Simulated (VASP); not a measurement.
## SrRu3: single point with PBEsol

The system is SrRu3.

```xyz
4
Lattice="4.0559 0.0000 0.0000 0.0000 4.0559 0.0000 0.0000 0.0000 4.0559" Properties=species:S:1:pos:R:3 pbc="T T T"
Sr    0.0000    0.0000    0.0000
Ru    0.0000    2.0279    2.0279
Ru    2.0279    2.0279    0.0000
Ru    2.0279    0.0000    2.0279
```

```
Program                : VASP 6.6.1
Task                   : single point
Functional             : PBEsol
Potentials or basis    : VASP PAW PBE potentials, release 64 (Sr_sv, Ru_pv)
Cutoff                 : 520 eV
k mesh                 : 8 × 8 × 8
Occupations            : gaussian, width 0.05 eV
Spin                   : no spin polarisation
Dipole correction      : no
Further INCAR settings : ALGO = Normal; EDIFF = 1e-07; NBANDS = 34
```

```json
{
  "Pressure": "0.7 GPa",
  "Band gap on the k mesh": "zero (bands 26 and 27 overlap by 2.15 eV)"
}
```

Levels at points of the mesh, in eV from the Fermi level:
```csv
k point,band 24,band 25,band 26,band 27,band 28,band 29
"(0.00, 0.00, 0.00)",0.66,0.66,1.61,2.02,2.02,2.02
"(0.50, 0.00, 0.00)",-0.42,-0.13,-0.11,0.02,0.02,0.86
"(0.50, 0.50, 0.00)",-1.13,-0.65,-0.46,-0.46,0.15,0.18
"(0.50, 0.50, 0.50)",-0.25,-0.25,0.90,1.64,1.64,1.64
```

It took 30 s on 1 thread of Intel(R) Xeon(R) 6975P-C (Granite Rapids) (shared host), peak memory 0.21 GiB.

Caveat: the PAW data sets were made with another functional, which shifts forces and pressure a little.
